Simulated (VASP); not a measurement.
Here is a VASP 6.6.1 calculation.

The input INCAR:

```
SYSTEM = MgO
PREC = Accurate
ENCUT = 520
EDIFF = 1E-6
ISMEAR = 0
SIGMA = 0.05
LREAL = .False.
LASPH = .True.
NELM = 80
ALGO = Normal
ISIF = 2
LWAVE = .False.
LCHARG = .False.
GGA = PE
NBANDS = 16
```

The input KPOINTS:

```
Automatic mesh
0
Gamma
  9 9 6
  0 0 0
```

Contents of POSCAR:

```
MgO
1.0
    3.3907693179      0.0000000000      0.0000000000
   -1.6953846590      2.9364923676      0.0000000000
    0.0000000000      0.0000000000      4.3527305734
Mg O
2 2
Direct
    0.6666666667      0.3333333333      0.7500000000
    0.3333333333      0.6666666667      0.2500000000
    0.6666666667      0.3333333333      0.2500000000
    0.3333333333      0.6666666667      0.7500000000
```

Potentials or basis: VASP PAW PBE potentials, release 64 (Mg, O).

Run with:

```bash
$ cat potpaw_PBE.64/Mg/POTCAR potpaw_PBE.64/O/POTCAR > POTCAR
$ mpirun -np 1 vasp_std > vasp.out
```

Question: Estimate the band gap on the k mesh.

Answer: 3.44 eV, direct.

Question: What does it give for the pressure?

Answer: 7.0 GPa.

Stress tensor (GPa, compression positive):
```
10.89  0.00  0.00
 0.00 10.89  0.00
 0.00  0.00 -0.74
```
